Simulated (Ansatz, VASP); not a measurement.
## NaCl in VASP and in Ansatz

```
Na Cl
1.0
     0.01400    2.80795    2.80795
     2.80795    0.01400    2.80795
     2.80795    2.80795    0.01400
Na Cl
1 1
Direct
  0.00000 0.00000 0.00000
  0.50000 0.50000 0.50000
```

Change from the starting cell: equal xy, yz and zx engineering shears of +0.5 %.

Alike in both runs: functional PBEsol; k mesh 8 × 8 × 8; no spin polarisation.

Ansatz relaxed the structure, and its values are those at the end. VASP's run is a single point on that final structure, the one shown.

|  | VASP | Ansatz |
| --- | --- | --- |
| version | VASP 6.6.1 | Ansatz 0.2.0 |
| potentials or method | VASP PAW PBE potentials, release 64 (Na_pv, Cl), cutoff 520 eV | all-electron LAPW, scalar-relativistic |
| occupations | gaussian, width 0.01 eV | fixed |

|  | VASP | Ansatz | Ansatz less VASP |
| --- | --- | --- | --- |
| gap on the k mesh at the Fermi level (eV) | 5.00 | 5.00 | +0.004 |
| pressure (GPa) | 0.0 | 0.0 | -0.02 |

VASP's potentials were made for PBE, not for PBEsol. Ansatz ran all-electron here, and VASP with PAW potentials.
